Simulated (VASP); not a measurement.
# MgSiN (P4/mmm) in VASP: further runs

Runs on MgSiN. Level: PBE. Tasks: single point.

Program: VASP 6.6.1. These are calculated values, not measurements. Logs are shortened: lines on timing, memory, paths and dates and some standing lists are left out, and cuts for length are marked.

## (1) The cell of the first run

Symmetry: P4/mmm, No. 123, tetragonal system. The conventional cell has a = 3.388 Å, b = 3.388 Å, c = 3.458 Å, α = 90.00°, β = 90.00°, γ = 90.00°. Within 3.2 Å of Mg (site symmetry 4/mmm) lie 4 N at 2.40 Å and 8 Si at 2.95 Å. Si (site symmetry 4/mmm) has 2 N at 1.73 Å within 2.3 Å. Within 2.3 Å of N (site symmetry 4/mmm) lie 2 Si at 1.73 Å.

## (2) Single point, PBE

Input file INCAR:

```
SYSTEM = MgSiN
PREC = Accurate ; ENCUT = 520
EDIFF = 1E-7 ; ISMEAR = 0
SIGMA = 0.1 ; LREAL = .FALSE.
LASPH = .TRUE. ; NELM = 80
ALGO = Normal ; ISIF = 2
LWAVE = .FALSE. ; LCHARG = .FALSE.
GGA = PE ; NBANDS = 12
```

Input file KPOINTS:

```
regular mesh
0
G
  6 6 6
  0 0 0
```

Input file POSCAR:

```
MgSiN
1.0
    3.3880826600      0.0000000000      0.0000000000
    0.0000000000      3.3880826600      0.0000000000
    0.0000000000      0.0000000000      3.4577454900
Mg Si N
1 1 1
Direct
    0.0000000000      0.0000000000      0.0000000000
    0.5000000000      0.5000000000      0.5000000000
    0.5000000000      0.5000000000      0.0000000000
```

Potentials or basis: VASP PAW PBE potentials, release 64 (Mg, Si, N).

The run is started by

```
$ cat potpaw_PBE.64/Mg/POTCAR potpaw_PBE.64/Si/POTCAR potpaw_PBE.64/N/POTCAR > POTCAR
$ mpirun -np 1 vasp_std > vasp.out
```

OUTCAR:

```text
SYSTEM = MgSiN
   PREC = Accurate
   ENCUT = 520
   EDIFF = 1E-7
   ISMEAR = 0
   LREAL = .FALSE.
   LASPH = .TRUE.
   NELM = 80
   ISIF = 2
   GGA = PE

 ion  position               nearest neighbor table
   1  0.000  0.000  0.000-   3 2.40   3 2.40   3 2.40   3 2.40   2 2.95   2 2.95   2 2.95   2 2.95
                             2 2.95   2 2.95   2 2.95   2 2.95
   2  0.500  0.500  0.500-   3 1.73   3 1.73   1 2.95   1 2.95   1 2.95   1 2.95   1 2.95   1 2.95
                             1 2.95   1 2.95
   3  0.500  0.500  0.000-   2 1.73   2 1.73   1 2.40   1 2.40   1 2.40   1 2.40

  LATTYP: Found a simple tetragonal cell.
 ALAT       =     3.3880826600
 C/A-ratio  =     1.0205611365

  Lattice vectors:

 A1 = (   3.3880826600,   0.0000000000,   0.0000000000)
 A2 = (   0.0000000000,   3.3880826600,   0.0000000000)
 A3 = (   0.0000000000,   0.0000000000,   3.4577454900)

Analysis of symmetry for initial positions (statically):
=====================================================================
 Subroutine PRICEL returns:
 Original cell was already a primitive cell.

 Routine SETGRP: Setting up the symmetry group for a
 simple tetragonal supercell.

 Subroutine GETGRP returns: Found 16 space group operations
 (whereof 16 operations were pure point group operations)
 out of a pool of 16 trial point group operations.

The static configuration has the point symmetry D_4h.

Analysis of symmetry for dynamics (positions and initial velocities):
=====================================================================
 Subroutine PRICEL returns:
 Original cell was already a primitive cell.

 Routine SETGRP: Setting up the symmetry group for a
 simple tetragonal supercell.

 Subroutine GETGRP returns: Found 16 space group operations
 (whereof 16 operations were pure point group operations)
 out of a pool of 16 trial point group operations.

The dynamic configuration has the point symmetry D_4h.

 Subroutine INISYM returns: Found 16 space group operations
 (whereof 16 operations are pure point group operations),
 and found     1 'primitive' translations

----------------------------------------------------------------------------------------

                                     Primitive cell

  volume of cell :      39.6918

  direct lattice vectors                    reciprocal lattice vectors
     3.388082660  0.000000000  0.000000000     0.295152185  0.000000000  0.000000000
     0.000000000  3.388082660  0.000000000     0.000000000  0.295152185  0.000000000
     0.000000000  0.000000000  3.457745490     0.000000000  0.000000000  0.289205785

  length of vectors
     3.388082660  3.388082660  3.457745490     0.295152185  0.295152185  0.289205785

  position of ions in fractional coordinates (direct lattice)
     0.000000000  0.000000000  0.000000000
     0.500000000  0.500000000  0.500000000
     0.500000000  0.500000000  0.000000000

  ion indices of the primitive-cell ions
   primitive index   ion index
                 1           1
                 2           2
                 3           3

----------------------------------------------------------------------------------------

 KPOINTS: regular mesh

Automatic generation of k-mesh.
 Grid dimensions read from file:
 generate k-points for:    6    6    6

 Generating k-lattice:

  Cartesian coordinates                     Fractional coordinates (reciprocal lattice)
     0.049192031  0.000000000  0.000000000     0.166666667  0.000000000  0.000000000
     0.000000000  0.049192031  0.000000000     0.000000000  0.166666667  0.000000000
     0.000000000  0.000000000  0.048200964     0.000000000  0.000000000  0.166666667

  Length of vectors
     0.049192031  0.049192031  0.048200964

  Shift w.r.t. Gamma in fractional coordinates (k-lattice)
     0.000000000  0.000000000  0.000000000

 Subroutine IBZKPT returns following result:
 ===========================================

 Found     40 irreducible k-points:

 Following reciprocal coordinates:
            Coordinates               Weight
  0.000000  0.000000  0.000000      1.000000
  0.166667  0.000000  0.000000      4.000000
  0.333333  0.000000  0.000000      4.000000
  0.500000  0.000000  0.000000      2.000000
  0.166667  0.166667  0.000000      4.000000
  0.333333  0.166667  0.000000      8.000000
[... 16 lines left out ...]
  0.333333  0.000000  0.333333      8.000000
  0.500000  0.000000  0.333333      4.000000
 [... further k-points ...]
   k-points           NKPTS =     40   k-points in BZ     NKDIM =     40   number of bands    NBANDS=     12
   number of dos      NEDOS =    301   number of ions     NIONS =      3
   total plane-waves  NPLWV =  21952
   dimension x,y,z NGX =    28 NGY =   28 NGZ =   28
   dimension x,y,z NGXF=    56 NGYF=   56 NGZF=   56
   ions per type =               1   1   1
   NGX,Y,Z   is equivalent  to a cutoff of  13.74, 13.74, 13.46 a.u.
   NGXF,Y,Z  is equivalent  to a cutoff of  27.48, 27.48, 26.92 a.u.
 SYSTEM =  MgSiN
   PREC   = accura    normal or accurate (medium, high low for compatibility)
   ISTART =      0    job   : 0-new  1-cont  2-samecut
   ICHARG =      2    charge: 1-file 2-atom 10-const
   ISPIN  =      1    spin polarized calculation?
   LNONCOLLINEAR =      F non collinear calculations
   LSORBIT =      F    spin-orbit coupling
   LASPH  =      T    aspherical Exc in radial PAW
   ENCUT  =  520.0 eV  38.22 Ry    6.18 a.u.   6.30  6.30  6.43*2*pi/ulx,y,z
   NELM   =     80;   NELMIN=  2; NELMDL= -5     # of ELM steps
   EDIFF  = 0.1E-06   stopping-criterion for ELM
   LREAL  =      F    real-space projection
   EDIFFG = 0.1E-05   stopping-criterion for IOM
   NSW    =      0    number of steps for IOM
   IBRION =     -1    ionic relax: 0-MD 1-quasi-New 2-CG
   NFREE  =      0    steps in history (QN), initial steepest desc. (CG)
   ISIF   =      2    stress and relaxation
   ISYM   =      2    0-nonsym 1-usesym 2-fastsym
   POTIM  = 0.5000    time-step for ionic-motion
   TEBEG  =    0.0;   TEEND  =   0.0 temperature during run
   PSTRESS=    0.0 pullay stress
   NELECT =      11.0000    total number of electrons
   NUPDOWN=      -1.0000    fix difference up-down
   EMIN   =  10.00;   EMAX   =-10.00  energy-range for DOS
   EFERMI =   0.00;   METHOD = LEGACY
   ISMEAR =     0;   SIGMA  =   0.10  broadening in eV -4-tet -1-fermi 0-gaus
   EFERMI_NEDOS =   21; number of points for ismear=-14 and -15
   IALGO  =     38    algorithm
   IMIX   =      4    mixing-type and parameters
     AMIX     =   0.40;   BMIX     =  1.00
     AMIX_MAG =   1.60;   BMIX_MAG =  1.00
  volume/ion in A,a.u.               =      13.23        89.28
  Fermi-wavevector in a.u.,A,eV,Ry     =   1.067346  2.016992 15.500142  1.139228
  Thomas-Fermi vector in A             =   2.202960
   LORBIT       =      0    0 simple, 1 ext, 2 COOP (PROOUT), +10 PAW based schemes
   GGA     = PE    functional components
   LHFCALC =     F    Hartree Fock is set to
   AEXX    =    0.0000 exact exchange contribution
   IVDW    =     0    specifies the selected vdW correction
   LEPSILON=     F    determine dielectric tensor
   LRPA    =     F    only Hartree local field effects (RPA)
 non-spin polarized calculation
 Gauss-broadening in eV      SIGMA  =   0.10
  energy-cutoff  :      520.00
  volume of cell :       39.69
 maximum number of plane-waves:      1084
 NGX is ok and might be reduce to    28
   NGX = 13   NGY = 13   NGZ = 13

 number of electron      10.9999999 magnetization

 Free energy of the ion-electron system (eV)
  ---------------------------------------------------
  ext. energy  EPLUGINS =         0.00000000
  ---------------------------------------------------
  free energy    TOTEN  =       -15.48503277 eV

  energy without entropy =      -15.48114421  energy(sigma->0) =      -15.48308849

 E-fermi :   6.8695     XC(G=0): -10.3456

 val. band max:        6.7846521206   @ k =   0.3333   0.0000   0.3333
 cond. band min:       6.8950124159   @ k =   0.3333   0.3333   0.0000
 fundamental gap:      0.1103602953
 Fermi energy:         6.8694913042

 k-point     1 :       0.0000    0.0000    0.0000
  band No.  band energies     occupation
      1     -10.8771      2.00000
      2      -0.8901      2.00000
      3       1.2401      2.00000
      4       2.1701      2.00000
      5       2.1701      2.00000
      6       9.3091      0.00000
      7       9.6869      0.00000
      8      11.9293      0.00000
      9      11.9293      0.00000
     10      14.2124      0.00000
     11      17.2986      0.00000
     12      17.2986      0.00000

 k-point     2 :       0.1667    0.0000    0.0000
  band No.  band energies     occupation
      1     -10.7648      2.00000
      2      -0.8299      2.00000
      3       0.3854      2.00000
      4       2.2441      2.00000
      5       2.5478      2.00000
      6       9.2576      0.00000
      7       9.7686      0.00000
      8      12.0139      0.00000
      9      12.6278      0.00000
     10      13.5212      0.00000
     11      16.0194      0.00000
     12      17.1078      0.00000

 k-point     3 :       0.3333    0.0000    0.0000
  band No.  band energies     occupation
      1     -10.5215      2.00000
      2      -0.8643      2.00000
      3      -0.7047      2.00000
      4       2.4002      2.00000
      5       3.2252      2.00000
      6       7.9062      0.00000
      7      10.6131      0.00000
      8      12.2643      0.00000
      9      12.4044      0.00000
     10      14.0598      0.00000
     11      14.7796      0.00000
     12      15.8836      0.00000
[... 286 lines left out ...]
 k-point    23 :       0.3333    0.0000    0.3333
  band No.  band energies     occupation
      1      -9.9625      2.00000
      2      -3.3789      2.00000
      3       0.3000      2.00000
      4       2.8770      2.00000
      5       4.2393      2.00000
      6       6.7847      1.76979
      7      10.0390      0.00000
      8      10.8576      0.00000
      9      13.2064      0.00000
     10      14.4652      0.00000
     11      14.6659      0.00000
     12      17.2425      0.00000

 k-point    24 :       0.5000    0.0000    0.3333
  band No.  band energies     occupation
      1      -9.8525      2.00000
      2      -3.1362      2.00000
      3      -0.2939      2.00000
      4       2.9345      2.00000
      5       3.8209      2.00000
      6       6.6663      1.99594
      7      10.4642      0.00000
      8      11.9248      0.00000
      9      12.3806      0.00000
     10      13.7270      0.00000
     11      15.6516      0.00000
     12      15.7773      0.00000

 [... further k-points ...]
[... 5 lines left out ...]
  --------------------------------------------------------------------------------------
  -------------------------------------------------------------------------------------
  Total       -2.3291066     -2.3291066      4.7569908      0.0000000      0.0000000      0.0000000
  in kB      -94.0153865    -94.0153865    192.0179709      0.0000000      0.0000000      0.0000000
  external PRESSURE =       1.3290660 kB  Pullay stress =       0.0000000 kB

 VOLUME and BASIS-vectors are now :
 -----------------------------------------------------------------------------
  energy-cutoff  :      520.00
  volume of cell :       39.69
      direct lattice vectors                 reciprocal lattice vectors
     3.388082660  0.000000000  0.000000000     0.295152185  0.000000000  0.000000000
     0.000000000  3.388082660  0.000000000     0.000000000  0.295152185  0.000000000
     0.000000000  0.000000000  3.457745490     0.000000000  0.000000000  0.289205785

 POSITION                                       TOTAL-FORCE (eV/Angst)
 -----------------------------------------------------------------------------------
      0.00000      0.00000      0.00000         0.000000      0.000000      0.000000
      1.69404      1.69404      1.72887         0.000000      0.000000      0.000000
      1.69404      1.69404      0.00000         0.000000      0.000000      0.000000
 -----------------------------------------------------------------------------------
    total drift:                                0.000000      0.000000     -0.000000

  FREE ENERGIE OF THE ION-ELECTRON SYSTEM (eV)
  ---------------------------------------------------
  free  energy   TOTEN  =       -15.4850327749 eV

  energy  without entropy=      -15.4811442091  energy(sigma->0) =      -15.48308849
```

Run time: 16 s. Hardware: 1 thread of Intel Xeon Platinum 8488C (Sapphire Rapids), shared host; peak memory 0.16 GiB.

Results:

```yaml
Free_energy: -15.4850 eV
Pressure: 0.1 GPa
```

## (3) Single point, PBE, collinear spin, ferromagnetic start

Input file INCAR:

```
SYSTEM = MgSiN
PREC = Accurate
ENCUT = 520
EDIFF = 1E-7
ISMEAR = 0
SIGMA = 0.1
LREAL = .FALSE.
LASPH = .TRUE.
NELM = 150
ALGO = Normal
ISIF = 2
LWAVE = .FALSE.
LCHARG = .FALSE.
ISPIN = 2
MAGMOM = 0 0 1
LORBIT = 11
GGA = PE
NBANDS = 16
```

KPOINTS is that of step 2.

POSCAR is that of step 2.

Potentials or basis: VASP PAW PBE potentials, release 64 (Mg, Si, N).

The run is started by

```
$ cat potpaw_PBE.64/Mg/POTCAR potpaw_PBE.64/Si/POTCAR potpaw_PBE.64/N/POTCAR > POTCAR
$ mpirun -np 1 vasp_std > vasp.out
```

Run time: 56 s. Hardware: 1 thread of Intel Xeon Platinum 8488C (Sapphire Rapids), shared host; peak memory 0.2 GiB.

Results (log left out):

```yaml
Free_energy: -15.4850 eV
Pressure: 0.1 GPa
Net_moment: 0.00 μB per cell
Valence_electrons_inside_the_program's_atomic_spheres: Mg 0.30; Si 1.57; N 3.83
```

Stress tensor (GPa, compression positive):
```
-9.40  0.00  0.00
 0.00 -9.40  0.00
 0.00  0.00 19.20
```

Levels at points of the mesh, in eV from the Fermi level:
Spin up:
| k point | band 1 | band 2 | band 3 | band 4 | band 5 | band 6 | band 7 | band 8 | band 9 | band 10 |
| --- | --- | --- | --- | --- | --- | --- | --- | --- | --- | --- |
| (0.00, 0.00, 0.00) | -17.75 | -7.76 | -5.63 | -4.70 | -4.70 | 2.44 | 2.82 | 5.06 | 5.06 | 7.34 |
| (0.50, 0.00, 0.00) | -17.26 | -8.27 | -7.51 | -4.39 | -3.18 | 0.22 | 4.48 | 5.06 | 5.73 | 6.26 |
| (0.50, 0.50, 0.00) | -16.90 | -7.27 | -7.16 | -7.16 | -1.49 | -0.74 | 1.99 | 1.99 | 6.58 | 6.58 |
| (0.00, 0.00, 0.50) | -16.87 | -11.52 | -3.92 | -3.92 | -1.49 | 1.14 | 1.68 | 1.68 | 5.62 | 6.23 |
| (0.50, 0.00, 0.50) | -16.50 | -10.65 | -6.40 | -4.30 | -3.75 | 0.79 | 2.94 | 4.51 | 5.87 | 7.76 |
| (0.50, 0.50, 0.50) | -16.23 | -9.93 | -5.71 | -5.71 | -2.57 | -2.57 | 0.59 | 3.08 | 3.77 | 8.78 |
Spin down:
| k point | band 2 | band 3 | band 4 | band 5 | band 6 | band 7 | band 8 | band 9 |
| --- | --- | --- | --- | --- | --- | --- | --- | --- |
| (0.00, 0.00, 0.00) | -7.76 | -5.63 | -4.70 | -4.70 | 2.44 | 2.82 | 5.06 | 5.06 |
| (0.50, 0.00, 0.00) | -8.27 | -7.51 | -4.39 | -3.18 | 0.22 | 4.48 | 5.06 | 5.73 |
| (0.50, 0.50, 0.00) | -7.27 | -7.16 | -7.16 | -1.49 | -0.74 | 1.99 | 1.99 | 6.58 |
| (0.00, 0.00, 0.50) | -11.52 | -3.92 | -3.92 | -1.49 | 1.14 | 1.68 | 1.68 | 5.62 |
| (0.50, 0.00, 0.50) | -10.65 | -6.40 | -4.30 | -3.75 | 0.79 | 2.94 | 4.51 | 5.87 |
| (0.50, 0.50, 0.50) | -9.93 | -5.71 | -5.71 | -2.57 | -2.57 | 0.59 | 3.08 | 3.77 |

## (4) Single point, PBE, collinear spin, ferromagnetic start

Input file INCAR:

```
  ALGO = Normal
  EDIFF = 1E-6
  ENCUT = 520
  GGA = PE
  ISIF = 2
  ISMEAR = 0
  ISPIN = 2
  LASPH = T
  LCHARG = F
  LORBIT = 11
  LREAL = F
  LWAVE = F
  MAGMOM = 0 0 1
  NBANDS = 16
  NELM = 150
  PREC = Accurate
  SIGMA = 0.1
```

Input file KPOINTS:

```
k-points
0
Gamma
  6 6 6
```

POSCAR is that of step 3.

The run is started by

```
$ cat potpaw_PBE.64/Mg/POTCAR potpaw_PBE.64/Si/POTCAR potpaw_PBE.64/N/POTCAR > POTCAR
$ mpirun -np 1 vasp_std > vasp.out
```

Run time: 50 s. Hardware: 1 thread of Intel Xeon Platinum 8488C (Sapphire Rapids), shared host; peak memory 0.19 GiB.

It converged, with:

```yaml
Free_energy: -15.4850 eV
Pressure: 0.1 GPa
Net_moment: 0.00 μB per cell
Valence_electrons_inside_the_program's_atomic_spheres: Mg 0.30; Si 1.57; N 3.83
```

Stress tensor (GPa, compression positive):
```
-9.42  0.00  0.00
 0.00 -9.42  0.00
 0.00  0.00 19.19
```

Levels at points of the mesh, in eV from the Fermi level:
Spin up:
```
           k point  band 3  band 4  band 5  band 6  band 7  band 8
(0.00, 0.00, 0.00)   -5.63   -4.70   -4.70    2.44    2.82    5.06
(0.50, 0.00, 0.00)   -7.51   -4.39   -3.18    0.22    4.48    5.06
(0.50, 0.50, 0.00)   -7.16   -7.16   -1.49   -0.74    1.99    1.99
(0.00, 0.00, 0.50)   -3.92   -3.92   -1.49    1.14    1.68    1.68
(0.50, 0.00, 0.50)   -6.40   -4.30   -3.75    0.79    2.94    4.51
(0.50, 0.50, 0.50)   -5.71   -5.71   -2.57   -2.57    0.59    3.08
```
Spin down:
| k point | band 1 | band 2 | band 3 | band 4 | band 5 | band 6 | band 7 | band 8 | band 9 | band 10 |
| --- | --- | --- | --- | --- | --- | --- | --- | --- | --- | --- |
| (0.00, 0.00, 0.00) | -17.75 | -7.76 | -5.63 | -4.70 | -4.70 | 2.44 | 2.82 | 5.06 | 5.06 | 7.34 |
| (0.50, 0.00, 0.00) | -17.26 | -8.27 | -7.51 | -4.39 | -3.18 | 0.22 | 4.48 | 5.06 | 5.73 | 6.26 |
| (0.50, 0.50, 0.00) | -16.90 | -7.27 | -7.16 | -7.16 | -1.49 | -0.74 | 1.99 | 1.99 | 6.58 | 6.58 |
| (0.00, 0.00, 0.50) | -16.87 | -11.52 | -3.92 | -3.92 | -1.49 | 1.14 | 1.68 | 1.68 | 5.62 | 6.23 |
| (0.50, 0.00, 0.50) | -16.50 | -10.65 | -6.40 | -4.30 | -3.75 | 0.79 | 2.94 | 4.51 | 5.87 | 7.76 |
| (0.50, 0.50, 0.50) | -16.23 | -9.93 | -5.71 | -5.71 | -2.57 | -2.57 | 0.59 | 3.08 | 3.77 | 8.78 |

## (5) Single point, PBE

This run uses another cell than the first one, of 11.99 Å³/atom, 0.906 times its volume.

Input file INCAR:

```
PREC = Accurate ; ENCUT = 520
EDIFF = 1E-6 ; ISMEAR = 0
SIGMA = 0.1 ; LREAL = F
LASPH = T ; NELM = 60
ALGO = Normal ; ISIF = 2
LWAVE = F ; LCHARG = F
GGA = PE ; NBANDS = 12
```

Input file KPOINTS:

```
regular mesh
0
Gamma
  16 16 12
```

Input file POSCAR:

```
MgSiN
1.0
    3.0669793139      0.0000000000      0.0000000000
    0.0000000000      3.0669793139      0.0000000000
    0.0000000000      0.0000000000      3.8247606315
Mg Si N
1 1 1
Direct
    0.0000000000      0.0000000000      0.0000000000
    0.5000000000      0.5000000000      0.5000000000
    0.5000000000      0.5000000000      0.0000000000
```

The run is started by

```
$ cat potpaw_PBE.64/Mg/POTCAR potpaw_PBE.64/Si/POTCAR potpaw_PBE.64/N/POTCAR > POTCAR
$ mpirun -np 1 vasp_std > vasp.out
```

It took 75 s on 1 thread of Intel Xeon Platinum 8488C (Sapphire Rapids), shared host; peak memory 0.27 GiB.

Results (log left out):

```yaml
Free_energy: -16.0393 eV
Pressure: -0.3 GPa
```

Stress tensor (GPa, compression positive):
```
-0.40  0.00  0.00
 0.00 -0.40  0.00
 0.00  0.00 -0.08
```

Levels at points of the mesh, in eV from the Fermi level:
| k point | band 1 | band 2 | band 3 | band 4 | band 5 | band 6 | band 7 | band 8 | band 9 | band 10 |
| --- | --- | --- | --- | --- | --- | --- | --- | --- | --- | --- |
| (0.00, 0.00, 0.00) | -16.84 | -7.15 | -6.73 | -2.94 | -2.94 | 4.28 | 4.35 | 5.65 | 5.65 | 6.85 |
| (0.50, 0.00, 0.00) | -15.88 | -7.85 | -6.44 | -4.04 | -2.64 | -0.67 | 3.56 | 6.71 | 7.17 | 8.66 |
| (0.50, 0.50, 0.00) | -15.22 | -6.36 | -6.36 | -5.79 | -1.06 | -0.14 | 1.06 | 1.06 | 5.57 | 5.57 |
| (0.00, 0.00, 0.50) | -16.15 | -11.30 | -2.53 | -2.53 | -0.86 | 2.37 | 3.41 | 3.41 | 6.32 | 7.33 |
| (0.50, 0.00, 0.50) | -15.36 | -9.56 | -6.27 | -4.69 | -2.36 | 1.02 | 5.22 | 5.68 | 7.16 | 9.18 |
| (0.50, 0.50, 0.50) | -14.83 | -8.07 | -5.26 | -5.26 | -2.52 | -2.52 | 1.19 | 3.91 | 4.49 | 8.59 |

## (6) Overview

| spin | cell | k mesh | gap on the mesh (eV) | pressure (GPa) |
| --- | --- | --- | --- | --- |
| off | a = 3.388, b = 3.388, c = 3.458 Å, 3 atoms | 6 × 6 × 6 | none | 0.1 |
| collinear, ferromagnetic start | a = 3.388, b = 3.388, c = 3.458 Å, 3 atoms | 6 × 6 × 6 | none | 0.1 |
| off | a = 3.067, b = 3.067, c = 3.825 Å, 3 atoms | 16 × 16 × 12 | none | -0.3 |

Alike in all rows: task single point; level PBE; potentials or basis VASP PAW PBE potentials, release 64 (Mg, Si, N); cutoff (eV) 520; smearing gaussian 0.1 eV.

Absolute energies hang on the potentials; compare differences alone.
